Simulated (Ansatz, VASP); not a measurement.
# One calculation of PtS2, two programs

```
Pt S
1.0
     3.45140    0.00000    0.00000
    -1.72570    2.98900    0.00000
     0.00000    0.00000    6.65910
Pt S
1 2
Direct
  0.00000 0.00000 0.00000
  0.33333 0.66667 0.19518
  0.66667 0.33333 0.80482
```

Alike in both runs: functional PBE; k mesh 9 × 9 × 4; occupations gaussian, width 0.05 eV; no spin polarisation.

Ansatz relaxed the structure, and its values are those at the end. VASP's run is a single point on that final structure, the one shown.

|  | VASP | Ansatz |
| --- | --- | --- |
| version | VASP 6.6.1 | Ansatz 0.2.0 |
| potentials or method | VASP PAW PBE potentials, release 64 (Pt, S), cutoff 520 eV | scalar-relativistic, plane waves, PAW |
| valence electrons in the cell | 22 | 30 |

VASP gave:

* gap on the k mesh at the Fermi level (eV): 1.61
* least direct gap on the mesh (eV): 1.71
* pressure (GPa): 3.8
* rms of the force components (eV/Å): 0.021

Question: What did Ansatz give for the same quantities?

Answer: gap on the k mesh at the Fermi level (eV): 1.61; least direct gap on the mesh (eV): 1.71; pressure (GPa): 4.2; rms of the force components (eV/Å): 0.000.

VASP's potentials hold 22 valence electrons a cell and Ansatz's 30, so a difference there can come from the potentials and not from the codes. Ansatz's warnings: stress scf threshold loose.

Spin-orbit coupling is off throughout.
